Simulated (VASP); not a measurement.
# ZnSe in VASP: single point with PBE

Aim: the single point of ZnSe with PBE.

Program: VASP 6.6.1. These are calculated values, not measurements. Logs are shortened: lines on timing, memory, paths and dates and some standing lists are left out, and cuts for length are marked.

**1. The cell of the first run**

The cell holds a slab with vacuum, 16 atoms: a = 8.106 Å, b = 5.732 Å, c = 22.080 Å, α = 90.00°, β = 90.00°, γ = 90.00°.

**2. Single point, PBE**

Input file INCAR:

```
ALGO = Normal
DIPOL = 0.5 0.5 0.499
EDIFF = 1E-6
ENCUT = 520
GGA = PE
IDIPOL = 3
ISIF = 2
ISMEAR = 0
LASPH = True
LCHARG = False
LDIPOL = True
LREAL = Auto
LWAVE = False
NBANDS = 86
NELM = 80
PREC = Accurate
SIGMA = 0.05
```

Input file KPOINTS:

```
k-points
0
Gamma
  2 3 1
```

Input file POSCAR:

```
ZnSe
1.0
    8.1060462624      0.0000000000      0.0000000000
    0.0000000000      5.7318402808      0.0000000000
    0.0000000000      0.0000000000     22.0795346968
Zn Se
8 8
Direct
    0.2500000000      0.5000000000      0.3623264761
    0.7500000000      0.5000000000      0.3623264761
    0.5000000000      0.0000000000      0.4541088254
    0.0000000000      0.0000000000      0.4541088254
    0.7500000000      0.5029816615      0.5504719850
    0.2500000000      0.5029816615      0.5504719850
    0.0000000000     -0.0677997548      0.6166796514
    0.5000000000     -0.0677997548      0.6166796514
    0.5000000000      0.2500000000      0.3623264761
    0.0000000000      0.2500000000      0.3623264761
    0.7500000000      0.7500000000      0.4541088254
    0.2500000000      0.7500000000      0.4541088254
    0.0000000000      0.2533003801      0.5461930301
    0.5000000000      0.2533003801      0.5461930301
    0.2500000000      0.7317887474      0.6446886381
    0.7500000000      0.7317887474      0.6446886381
```

Potentials or basis: VASP PAW PBE potentials, release 64 (Zn, Se).

Started as:

```sh
cat potpaw_PBE.64/Zn/POTCAR potpaw_PBE.64/Se/POTCAR > POTCAR
mpirun -np 1 vasp_std > vasp.out
```

OUTCAR:

```text
EDIFF = 1E-6
   ENCUT = 520
   GGA = PE
   ISIF = 2
   ISMEAR = 0
   LASPH = True
   LREAL = Auto
   NELM = 80
   PREC = Accurate

 ion  position               nearest neighbor table
   1  0.250  0.500  0.362-   9 2.48  10 2.48  12 2.48
   2  0.750  0.500  0.362-   9 2.48  10 2.48  11 2.48
   3  0.500  0.000  0.454-  11 2.48  12 2.48   9 2.48  14 2.50
   4  0.000  0.000  0.454-  11 2.48  12 2.48  10 2.48  13 2.50
   5  0.750  0.503  0.550-  16 2.46  14 2.48  13 2.48  11 2.56
   6  0.250  0.503  0.550-  15 2.46  14 2.48  13 2.48  12 2.56
   7  0.000  0.932  0.617-  15 2.41  16 2.41  13 2.41
   8  0.500  0.932  0.617-  15 2.41  16 2.41  14 2.41
   9  0.500  0.250  0.362-   1 2.48   2 2.48   3 2.48
  10  0.000  0.250  0.362-   1 2.48   2 2.48   4 2.48
  11  0.750  0.750  0.454-   3 2.48   4 2.48   2 2.48   5 2.56
  12  0.250  0.750  0.454-   3 2.48   4 2.48   1 2.48   6 2.56
  13  0.000  0.253  0.546-   7 2.41   6 2.48   5 2.48   4 2.50
  14  0.500  0.253  0.546-   8 2.41   6 2.48   5 2.48   3 2.50
  15  0.250  0.732  0.645-   7 2.41   8 2.41   6 2.46
  16  0.750  0.732  0.645-   7 2.41   8 2.41   5 2.46

  LATTYP: Found a simple orthorhombic cell.
 ALAT       =     5.7318402808
 B/A-ratio  =     1.4142135624
 C/A-ratio  =     3.8520847782

  Lattice vectors:

 A1 = (   0.0000000000,  -5.7318402808,   0.0000000000)
 A2 = (   8.1060462624,   0.0000000000,   0.0000000000)
 A3 = (   0.0000000000,   0.0000000000,  22.0795346968)

Analysis of symmetry for initial positions (statically):
=====================================================================
 Subroutine PRICEL returns following result:

  LATTYP: Found a simple orthorhombic cell.
 ALAT       =     4.0530231312
 B/A-ratio  =     1.4142135624
 C/A-ratio  =     5.4476705368

  Lattice vectors:

 A1 = (   4.0530231312,   0.0000000000,   0.0000000000)
 A2 = (   0.0000000000,   5.7318402808,   0.0000000000)
 A3 = (   0.0000000000,   0.0000000000,  22.0795346968)

   2 primitive cells build up your supercell.

 Routine SETGRP: Setting up the symmetry group for a
 simple orthorhombic supercell.

 Subroutine GETGRP returns: Found  2 space group operations
 (whereof  2 operations were pure point group operations)
 out of a pool of  8 trial point group operations.

The static configuration has the point symmetry C_1h.

Analysis of symmetry for dynamics (positions and initial velocities):
=====================================================================
 Subroutine PRICEL returns following result:

  LATTYP: Found a simple orthorhombic cell.
 ALAT       =     4.0530231312
 B/A-ratio  =     1.4142135624
 C/A-ratio  =     5.4476705368

  Lattice vectors:

 A1 = (   4.0530231312,   0.0000000000,   0.0000000000)
 A2 = (   0.0000000000,   5.7318402808,   0.0000000000)
 A3 = (   0.0000000000,   0.0000000000,  22.0795346968)

   2 primitive cells build up your supercell.

 Routine SETGRP: Setting up the symmetry group for a
 simple orthorhombic supercell.

 Subroutine GETGRP returns: Found  2 space group operations
 (whereof  2 operations were pure point group operations)
 out of a pool of  8 trial point group operations.

The dynamic configuration has the point symmetry C_1h.

 Subroutine INISYM returns: Found  2 space group operations
 (whereof  2 operations are pure point group operations),
 and found     2 'primitive' translations

----------------------------------------------------------------------------------------

                                     Primitive cell

  volume of cell :     512.9359

  direct lattice vectors                    reciprocal lattice vectors
     4.053023131  0.000000000  0.000000000     0.246729409  0.000000000  0.000000000
     0.000000000  5.731840281  0.000000000     0.000000000  0.174464038  0.000000000
     0.000000000  0.000000000 22.079534697     0.000000000  0.000000000  0.045290810

  length of vectors
     4.053023131  5.731840281 22.079534697     0.246729409  0.174464038  0.045290810

  position of ions in fractional coordinates (direct lattice)
     0.500000000  0.500000000  0.362326476
     0.000000000  0.000000000  0.454108825
     0.500000000  0.502981662  0.550471985
     0.000000000  0.932200245  0.616679651
     0.000000000  0.250000000  0.362326476
     0.500000000  0.750000000  0.454108825
     0.000000000  0.253300380  0.546193030
     0.500000000  0.731788747  0.644688638

  ion indices of the primitive-cell ions
   primitive index   ion index
                 1           1
                 2           3
                 3           6
                 4           7
                 5           9
                 6          12
                 7          13
                 8          15

----------------------------------------------------------------------------------------

 KPOINTS: k-points

Automatic generation of k-mesh.
 Grid dimensions read from file:
 generate k-points for:    2    3    1

 Generating k-lattice:

  Cartesian coordinates                     Fractional coordinates (reciprocal lattice)
     0.061682352  0.000000000  0.000000000     0.500000000  0.000000000  0.000000000
     0.000000000  0.058154679  0.000000000     0.000000000  0.333333333  0.000000000
     0.000000000  0.000000000  0.045290810     0.000000000  0.000000000  1.000000000

  Length of vectors
     0.061682352  0.058154679  0.045290810

  Shift w.r.t. Gamma in fractional coordinates (k-lattice)
     0.000000000  0.000000000  0.000000000

 Subroutine IBZKPT returns following result:
 ===========================================

 Found      4 irreducible k-points:

 Following reciprocal coordinates:
            Coordinates               Weight
  0.000000  0.000000  0.000000      1.000000
  0.500000  0.000000  0.000000      1.000000
  0.000000  0.333333  0.000000      2.000000
  0.500000  0.333333  0.000000      2.000000
   k-points           NKPTS =      4   k-points in BZ     NKDIM =      4   number of bands    NBANDS=     86
   number of dos      NEDOS =    301   number of ions     NIONS =     16
   total plane-waves  NPLWV = 483840
   dimension x,y,z NGX =    60 NGY =   48 NGZ =  168
   dimension x,y,z NGXF=   120 NGYF=   96 NGZF=  336
   ions per type =               8   8
   NGX,Y,Z   is equivalent  to a cutoff of  12.31, 13.92, 12.65 a.u.
   NGXF,Y,Z  is equivalent  to a cutoff of  24.61, 27.84, 25.30 a.u.
 SYSTEM =  unknown system
   PREC   = accura    normal or accurate (medium, high low for compatibility)
   ISTART =      0    job   : 0-new  1-cont  2-samecut
   ICHARG =      2    charge: 1-file 2-atom 10-const
   ISPIN  =      1    spin polarized calculation?
   LNONCOLLINEAR =      F non collinear calculations
   LSORBIT =      F    spin-orbit coupling
   LASPH  =      T    aspherical Exc in radial PAW
   ENCUT  =  520.0 eV  38.22 Ry    6.18 a.u.  15.07 10.66 41.05*2*pi/ulx,y,z
   NELM   =     80;   NELMIN=  2; NELMDL= -5     # of ELM steps
   EDIFF  = 0.1E-05   stopping-criterion for ELM
   LREAL  =      T    real-space projection
   EDIFFG = 0.1E-04   stopping-criterion for IOM
   NSW    =      0    number of steps for IOM
   IBRION =     -1    ionic relax: 0-MD 1-quasi-New 2-CG
   NFREE  =      0    steps in history (QN), initial steepest desc. (CG)
   ISIF   =      2    stress and relaxation
   ISYM   =      2    0-nonsym 1-usesym 2-fastsym
   POTIM  = 0.5000    time-step for ionic-motion
   TEBEG  =    0.0;   TEEND  =   0.0 temperature during run
   PSTRESS=    0.0 pullay stress
   NELECT =     144.0000    total number of electrons
   NUPDOWN=      -1.0000    fix difference up-down
   EMIN   =  10.00;   EMAX   =-10.00  energy-range for DOS
   EFERMI =   0.00;   METHOD = LEGACY
   ISMEAR =     0;   SIGMA  =   0.05  broadening in eV -4-tet -1-fermi 0-gaus
   EFERMI_NEDOS =   21; number of points for ismear=-14 and -15
   IALGO  =     38    algorithm
   IMIX   =      4    mixing-type and parameters
     AMIX     =   0.40;   BMIX     =  1.00
     AMIX_MAG =   1.60;   BMIX_MAG =  1.00
  volume/ion in A,a.u.               =      64.12       432.68
  Fermi-wavevector in a.u.,A,eV,Ry     =   0.850807  1.607793  9.848895  0.723873
  Thomas-Fermi vector in A             =   1.966842
   LORBIT       =      0    0 simple, 1 ext, 2 COOP (PROOUT), +10 PAW based schemes
   GGA     = PE    functional components
   LHFCALC =     F    Hartree Fock is set to
   AEXX    =    0.0000 exact exchange contribution
   IVDW    =     0    specifies the selected vdW correction
   LEPSILON=     F    determine dielectric tensor
   LRPA    =     F    only Hartree local field effects (RPA)
 non-spin polarized calculation
 Gauss-broadening in eV      SIGMA  =   0.05
  energy-cutoff  :      520.00
  volume of cell :     1025.87
 maximum number of plane-waves:     27630
   NGX = 31   NGY = 21   NGZ = 83

 dipolmoment           0.000000      0.000000     -0.000004 electrons x Angstroem

 number of electron     144.0000068 magnetization

 dipolmoment           0.000000      0.000000      0.082005 electrons x Angstroem

 Free energy of the ion-electron system (eV)
  ---------------------------------------------------
  ext. energy  EPLUGINS =         0.00000000
  ---------------------------------------------------
  free energy    TOTEN  =       -45.36981332 eV

  energy without entropy =      -45.36981332  energy(sigma->0) =      -45.36981332

 E-fermi :  -2.7257     XC(G=0):  -3.9761

 val. band max:       -2.9676574828   @ k =   0.0000   0.0000   0.0000
 cond. band min:      -1.6156100209   @ k =   0.0000   0.0000   0.0000
 fundamental gap:      1.3520474619
 Fermi energy:        -2.7256768021

 k-point     1 :       0.0000    0.0000    0.0000
  band No.  band energies     occupation
      1     -15.8040      2.00000
      2     -15.2978      2.00000
      3     -15.2543      2.00000
      4     -15.1447      2.00000
      5     -14.9437      2.00000
      6     -14.7842      2.00000
[... 337 lines left out ...]
     83       2.4273      0.00000
     84       2.4273      0.00000
 [bands above 84 left out]

------------------------ aborting loop because EDIFF is reached ----------------------------------------

 vacuum level on the upper side and lower side of the slab       (xc-potential included)         0.022        -0.288

  FORCE on cell =-STRESS in cart. coord.  units (eV):
  Direction    XX          YY          ZZ          XY          YZ          ZX
  --------------------------------------------------------------------------------------
  -------------------------------------------------------------------------------------
  Total       -2.4467001     -2.3225343     -0.4910101      0.0000000      1.9889613      0.0000000
  in kB       -3.8211867     -3.6272680     -0.7668456      0.0000000      3.1063032      0.0000000
  external PRESSURE =      -2.7384334 kB  Pullay stress =       0.0000000 kB

 VOLUME and BASIS-vectors are now :
 -----------------------------------------------------------------------------
  energy-cutoff  :      520.00
  volume of cell :     1025.87
      direct lattice vectors                 reciprocal lattice vectors
     8.106046262  0.000000000  0.000000000     0.123364704  0.000000000  0.000000000
     0.000000000  5.731840281  0.000000000     0.000000000  0.174464038  0.000000000
     0.000000000  0.000000000 22.079534697     0.000000000  0.000000000  0.045290810

 POSITION                                       TOTAL-FORCE (eV/Angst)
 -----------------------------------------------------------------------------------
      2.02651      2.86592      8.00000         0.000000     -1.022794      1.034823
      6.07953      2.86592      8.00000         0.000000     -1.022794      1.034823
      4.05302      0.00000     10.02651         0.000000      0.259956     -0.073250
      0.00000      0.00000     10.02651         0.000000      0.259956     -0.073250
      6.07953      2.88301     12.15417        -0.000000     -0.007987     -0.013164
      2.02651      2.88301     12.15417        -0.000000     -0.007987     -0.013164
[... 8 lines left out ...]
      2.02651      4.19450     14.23443         0.000000     -0.011449      0.035529
      6.07953      4.19450     14.23443         0.000000     -0.011449      0.035529
 -----------------------------------------------------------------------------------
    total drift:                                0.000000     -0.022805     -0.024160

  FREE ENERGIE OF THE ION-ELECTRON SYSTEM (eV)
  ---------------------------------------------------
  free  energy   TOTEN  =       -45.3698133172 eV

  energy  without entropy=      -45.3698133172  energy(sigma->0) =      -45.36981332

 vacuum level on the upper side and lower side of the slab         2.520         2.204
```

Run time: 16 min. Hardware: 1 thread of Oxide Virtual Turin-like, shared host; peak memory 0.95 GiB.

Results:

| Quantity | Value |
| --- | --- |
| Free energy | -45.3698 eV |
| Largest force | 1.455 eV/Å |
| Band gap on the k mesh | 1.35 eV |

Forces in eV/Å, atoms in the order of the input:
```
Zn   0.000 -1.023  1.035
Zn   0.000 -1.023  1.035
Zn   0.000  0.260 -0.073
Zn   0.000  0.260 -0.073
Zn   0.000 -0.008 -0.013
Zn   0.000 -0.008 -0.013
Zn   0.000 -0.007  0.010
Zn   0.000 -0.007  0.010
Se   0.000  0.524 -0.857
Se   0.000  0.524 -0.857
Se   0.000  0.238 -0.129
Se   0.000  0.238 -0.129
Se   0.000  0.028 -0.009
Se   0.000  0.028 -0.009
Se   0.000 -0.011  0.036
Se   0.000 -0.011  0.036
```
